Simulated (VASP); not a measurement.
# O (Fd-3m) in VASP: further runs

The runs below take O through relaxation of cell and atoms, with PBEsol.

Program: VASP 6.6.1. These are calculated values, not measurements. Logs are shortened: lines on timing, memory, paths and dates and some standing lists are left out, and cuts for length are marked.

## 1. The cell of the first run

It takes space group Fd-3m (No. 227, cubic). The conventional cell has a = 4.791 Å, b = 4.791 Å, c = 4.791 Å, α = 90.00°, β = 90.00°, γ = 90.00°. Within 2.7 Å of O (site symmetry -43m) lie 4 O at 2.07 Å.

## 2. Relaxation of cell and atoms, PBEsol

INCAR reads:

```
ALGO = Normal
EDIFF = 1E-6
EDIFFG = -0.005
ENCUT = 600
GGA = PS
IBRION = 2
ISIF = 3
ISMEAR = -1
LASPH = True
LCHARG = False
LREAL = False
LWAVE = False
NELM = 60
NSW = 60
PREC = Accurate
SIGMA = 0.08
```

KPOINTS reads:

```
k-points
0
Gamma
  14 14 14
```

POSCAR reads:

```
O
1.0
    0.0000000000      2.3957099285      2.3957099285
    2.3957099285      0.0000000000      2.3957099285
    2.3957099285      2.3957099285      0.0000000000
O
2
Direct
   -0.1250000000     -0.1250000000     -0.1250000000
    0.1250000000      0.1250000000      0.1250000000
```

Potentials or basis: VASP PAW PBE potentials, release 64 (O).

Launch:

```sh
$ cat potpaw_PBE.64/O/POTCAR > POTCAR
$ mpirun -np 1 vasp_std > vasp.out
```

OUTCAR:

```text
EDIFF = 1E-6
   EDIFFG = -0.005
   ENCUT = 600
   GGA = PS
   IBRION = 2
   ISIF = 3
   ISMEAR = -1
   LASPH = True
   LREAL = False
   NELM = 60
   NSW = 60
   PREC = Accurate

 ion  position               nearest neighbor table
   1  0.875  0.875  0.875-
   2  0.125  0.125  0.125-

  LATTYP: Found a face centered cubic cell.
 ALAT       =     4.7914198570

  Lattice vectors:

 A1 = (   0.0000000000,   2.3957099285,   2.3957099285)
 A2 = (   2.3957099285,   0.0000000000,   2.3957099285)
 A3 = (   2.3957099285,   2.3957099285,   0.0000000000)

Analysis of symmetry for initial positions (statically):
=====================================================================
 Subroutine PRICEL returns:
 Original cell was already a primitive cell.

 Routine SETGRP: Setting up the symmetry group for a
 face centered cubic supercell.

 Subroutine GETGRP returns: Found 48 space group operations
 (whereof 12 operations were pure point group operations)
 out of a pool of 48 trial point group operations.

The static configuration has the point symmetry D_3d.
 The point group associated with its full space group is O_h .

Analysis of symmetry for dynamics (positions and initial velocities):
=====================================================================
 Subroutine PRICEL returns:
 Original cell was already a primitive cell.

 Routine SETGRP: Setting up the symmetry group for a
 face centered cubic supercell.

 Subroutine GETGRP returns: Found 48 space group operations
 (whereof 12 operations were pure point group operations)
 out of a pool of 48 trial point group operations.

The dynamic configuration has the point symmetry D_3d.
 The point group associated with its full space group is O_h .

 Subroutine INISYM returns: Found 48 space group operations
 (whereof 12 operations are pure point group operations),
 and found     1 'primitive' translations

----------------------------------------------------------------------------------------

                                     Primitive cell

  volume of cell :      27.5000

  direct lattice vectors                    reciprocal lattice vectors
     0.000000000  2.395709929  2.395709929    -0.208706402  0.208706402  0.208706402
     2.395709929  0.000000000  2.395709929     0.208706402 -0.208706402  0.208706402
     2.395709929  2.395709929  0.000000000     0.208706402  0.208706402 -0.208706402

  length of vectors
     3.388045472  3.388045472  3.388045472     0.361490093  0.361490093  0.361490093

  position of ions in fractional coordinates (direct lattice)
     0.875000000  0.875000000  0.875000000
     0.125000000  0.125000000  0.125000000

  ion indices of the primitive-cell ions
   primitive index   ion index
                 1           1
                 2           2

----------------------------------------------------------------------------------------

 KPOINTS: k-points

Automatic generation of k-mesh.
 Grid dimensions read from file:
 generate k-points for:   14   14   14

 Generating k-lattice:

  Cartesian coordinates                     Fractional coordinates (reciprocal lattice)
    -0.014907600  0.014907600  0.014907600     0.071428571  0.000000000  0.000000000
     0.014907600 -0.014907600  0.014907600     0.000000000  0.071428571  0.000000000
     0.014907600  0.014907600 -0.014907600     0.000000000  0.000000000  0.071428571

  Length of vectors
     0.025820721  0.025820721  0.025820721

  Shift w.r.t. Gamma in fractional coordinates (k-lattice)
     0.000000000  0.000000000  0.000000000

 Subroutine IBZKPT returns following result:
 ===========================================

 Found    104 irreducible k-points:

 Following reciprocal coordinates:
            Coordinates               Weight
  0.000000  0.000000  0.000000      1.000000
  0.071429  0.000000  0.000000      8.000000
  0.142857  0.000000  0.000000      8.000000
  0.214286  0.000000  0.000000      8.000000
  0.285714  0.000000  0.000000      8.000000
  0.357143  0.000000  0.000000      8.000000
[... 16 lines left out ...]
  0.214286  0.142857  0.000000     24.000000
  0.285714  0.142857  0.000000     24.000000
 [... further k-points ...]
   k-points           NKPTS =    104   k-points in BZ     NKDIM =    104   number of bands    NBANDS=     10
   number of dos      NEDOS =    301   number of ions     NIONS =      2
   total plane-waves  NPLWV =  21952
   dimension x,y,z NGX =    28 NGY =   28 NGZ =   28
   dimension x,y,z NGXF=    56 NGYF=   56 NGZF=   56
   ions per type =               2
   NGX,Y,Z   is equivalent  to a cutoff of  13.74, 13.74, 13.74 a.u.
   NGXF,Y,Z  is equivalent  to a cutoff of  27.48, 27.48, 27.48 a.u.
 SYSTEM =  unknown system
   PREC   = accura    normal or accurate (medium, high low for compatibility)
   ISTART =      0    job   : 0-new  1-cont  2-samecut
   ICHARG =      2    charge: 1-file 2-atom 10-const
   ISPIN  =      1    spin polarized calculation?
   LNONCOLLINEAR =      F non collinear calculations
   LSORBIT =      F    spin-orbit coupling
   LASPH  =      T    aspherical Exc in radial PAW
   ENCUT  =  600.0 eV  44.10 Ry    6.64 a.u.   6.77  6.77  6.77*2*pi/ulx,y,z
   NELM   =     60;   NELMIN=  2; NELMDL= -5     # of ELM steps
   EDIFF  = 0.1E-05   stopping-criterion for ELM
   LREAL  =      F    real-space projection
   EDIFFG = -.5E-02   stopping-criterion for IOM
   NSW    =     60    number of steps for IOM
   IBRION =      2    ionic relax: 0-MD 1-quasi-New 2-CG
   NFREE  =      1    steps in history (QN), initial steepest desc. (CG)
   ISIF   =      3    stress and relaxation
   ISYM   =      2    0-nonsym 1-usesym 2-fastsym
   POTIM  = 0.5000    time-step for ionic-motion
   TEBEG  =    0.0;   TEEND  =   0.0 temperature during run
   PSTRESS=    0.0 pullay stress
   NELECT =      12.0000    total number of electrons
   NUPDOWN=      -1.0000    fix difference up-down
   EMIN   =  10.00;   EMAX   =-10.00  energy-range for DOS
   EFERMI =   0.00;   METHOD = LEGACY
   ISMEAR =    -1;   SIGMA  =   0.08  broadening in eV -4-tet -1-fermi 0-gaus
   EFERMI_NEDOS =   21; number of points for ismear=-14 and -15
   IALGO  =     38    algorithm
   IMIX   =      4    mixing-type and parameters
     AMIX     =   0.40;   BMIX     =  1.00
     AMIX_MAG =   1.60;   BMIX_MAG =  1.00
  volume/ion in A,a.u.               =      13.75        92.79
  Fermi-wavevector in a.u.,A,eV,Ry     =   1.241722  2.346514 20.978460  1.541873
  Thomas-Fermi vector in A             =   2.376107
   LORBIT       =      0    0 simple, 1 ext, 2 COOP (PROOUT), +10 PAW based schemes
   GGA     = PS    functional components
   LHFCALC =     F    Hartree Fock is set to
   AEXX    =    0.0000 exact exchange contribution
   IVDW    =     0    specifies the selected vdW correction
   LEPSILON=     F    determine dielectric tensor
   LRPA    =     F    only Hartree local field effects (RPA)
 conjugate gradient relaxation of ions
 non-spin polarized calculation
  energy-cutoff  :      600.00
  volume of cell :       27.50
 maximum number of plane-waves:       941
   NGX = 13   NGY = 13   NGZ = 13

--------------------------------------- Ionic step        1  -------------------------------------------

 number of electron      11.9999995 magnetization

 Free energy of the ion-electron system (eV)
  ---------------------------------------------------
  ext. energy  EPLUGINS =         0.00000000
  ---------------------------------------------------
  free energy    TOTEN  =        -6.18873602 eV

  energy without entropy =       -6.15325881  energy(sigma->0) =       -6.17099742

 E-fermi :  -2.1066     XC(G=0):  -8.9603

 val. band max:       -2.1148844401   @ k =   0.5000   0.1429   0.0714
 cond. band min:      -2.0817445351   @ k =  -0.2857   0.0714   0.0000
 fundamental gap:      0.0331399050
 Fermi energy:        -2.1065533846

 k-point     1 :       0.0000    0.0000    0.0000
  band No.  band energies     occupation
      1     -21.2965      2.00000
      2     -16.2545      2.00000
      3      -4.8593      2.00000
      4      -4.8593      2.00000
      5      -4.8593      2.00000
      6      -2.4718      1.97939
      7      -2.4718      1.97939
      8      -2.4718      1.97939
      9       7.0191      0.00000
     10      19.8311      0.00000
[... 287 lines left out ...]
 k-point    24 :       0.2857    0.1429    0.0000
  band No.  band energies     occupation
      1     -20.7279      2.00000
      2     -17.0456      2.00000
      3      -5.6961      2.00000
      4      -5.5310      2.00000
      5      -4.6425      2.00000
      6      -2.7187      1.99905
      7      -1.7491      0.02267
      8      -1.6953      0.01164
      9       8.6680      0.00000
     10      14.4143      0.00000

 [... further k-points ...]
[... 5 lines left out ...]
  --------------------------------------------------------------------------------------
  -------------------------------------------------------------------------------------
  Total       -3.5304644     -3.5304644     -3.5304644      0.0000000      0.0000000      0.0000000
  in kB     -205.6883627   -205.6883627   -205.6883627      0.0000000      0.0000000      0.0000000
  external PRESSURE =    -205.6883627 kB  Pullay stress =       0.0000000 kB
[... 165 lines left out ...]
  energy  without entropy=       -6.7661574638  energy(sigma->0) =       -6.78107126

--------------------------------------- Ionic step        6  -------------------------------------------

 number of electron      12.0000001 magnetization

 Free energy of the ion-electron system (eV)
  ---------------------------------------------------
  ext. energy  EPLUGINS =         0.00000000
  ---------------------------------------------------
  free energy    TOTEN  =        -6.79599894 eV

  energy without entropy =       -6.76617820  energy(sigma->0) =       -6.78108857

 E-fermi :   0.8684     XC(G=0): -10.4852

 val. band max:        0.8546050008   @ k =  -0.2143   0.1429   0.0000
 cond. band min:       0.8980214612   @ k =   0.2143   0.0714   0.0000
 fundamental gap:      0.0434164604
 Fermi energy:         0.8683503083

 k-point     1 :       0.0000    0.0000    0.0000
  band No.  band energies     occupation
      1     -20.9624      2.00000
      2     -12.4319      2.00000
      3      -3.1302      2.00000
      4      -3.1302      2.00000
      5      -3.1302      2.00000
      6       0.1564      1.99973
      7       0.1564      1.99973
      8       0.1564      1.99973
      9      10.5657      0.00000
     10      24.5262      0.00000
[... 287 lines left out ...]
 k-point    24 :       0.2857    0.1429    0.0000
  band No.  band energies     occupation
      1     -20.0769      2.00000
      2     -13.9938      2.00000
      3      -4.3910      2.00000
      4      -4.1543      2.00000
      5      -2.5922      2.00000
      6      -0.0938      1.99999
      7       1.3189      0.00714
      8       1.4365      0.00165
      9      12.4607      0.00000
     10      17.8449      0.00000

 [... further k-points ...]
[... 5 lines left out ...]
  --------------------------------------------------------------------------------------
  -------------------------------------------------------------------------------------
  Total       -0.0005205     -0.0005205     -0.0005205      0.0000000      0.0000000      0.0000000
  in kB       -0.0409151     -0.0409151     -0.0409151      0.0000000      0.0000000      0.0000000
  external PRESSURE =      -0.0409151 kB  Pullay stress =       0.0000000 kB
[... 17 lines left out ...]
  FREE ENERGIE OF THE ION-ELECTRON SYSTEM (eV)
  ---------------------------------------------------
  free  energy   TOTEN  =        -6.7959989433 eV

  energy  without entropy=       -6.7661781993  energy(sigma->0) =       -6.78108857

 reached required accuracy - stopping structural energy minimisation
```

Run time: 95 s. Hardware: 1 thread of Intel Xeon Platinum 8375C at 2.90GHz (Ice Lake), shared host; peak memory 0.16 GiB.

What came out:

```yaml
Free_energy: -6.7960 eV
Relaxed_volume: 10.19 Å³/atom
Relaxed_cell: a = 3.066 Å, b = 3.066 Å, c = 3.066 Å, α = 60.00°, β = 60.00°, γ = 60.00°
Space_group_after_relaxing_to_0.05_Å: Fd-3m (No. 227)
Energy_gained_by_relaxing: 303.6 meV/atom
Ionic_steps: 6
Pressure_after_relaxing: 0.0 GPa
Band_gap_on_the_k_mesh: zero (band 6 reaches 1.30 eV, above the bottom of band 7 at 0.16 eV)
```

The path:
```csv
step,energy change (eV),largest force (eV/Å),pressure (GPa),volume (Å³)
1,0.0000,0.0000,-20.57,27.50
2,-0.5984,0.0000,-4.13,21.06
3,-0.6072,0.0000,-0.29,20.43
4,-0.6071,0.0000,0.58,20.30
5,-0.6072,0.0000,-0.18,20.41
6,-0.6073,0.0000,0.00,20.38
```

Final structure:
```
O
1.0
     0.00000    2.16813    2.16813
     2.16813    0.00000    2.16813
     2.16813    2.16813    0.00000
O
2
Direct
  0.87500 0.87500 0.87500
  0.12500 0.12500 0.12500
```

Levels at points of the mesh, in eV from the Fermi level:
```tsv
k point	band 4	band 5	band 6	band 7	band 8	band 9
(0.00, 0.00, 0.00)	-4.00	-4.00	-0.71	-0.71	-0.71	9.70
(0.50, 0.00, 0.00)	-4.99	-4.99	0.44	0.44	1.26	13.24
(0.50, 0.50, 0.00)	-6.14	-2.28	-2.28	1.83	1.83	13.22
```

Caveat: the volume moved by over 15 % at a fixed basis, so the end points are rough; the PAW data sets were made with another functional, which shifts forces and pressure a little.

(Continued in part 2 of 2.)
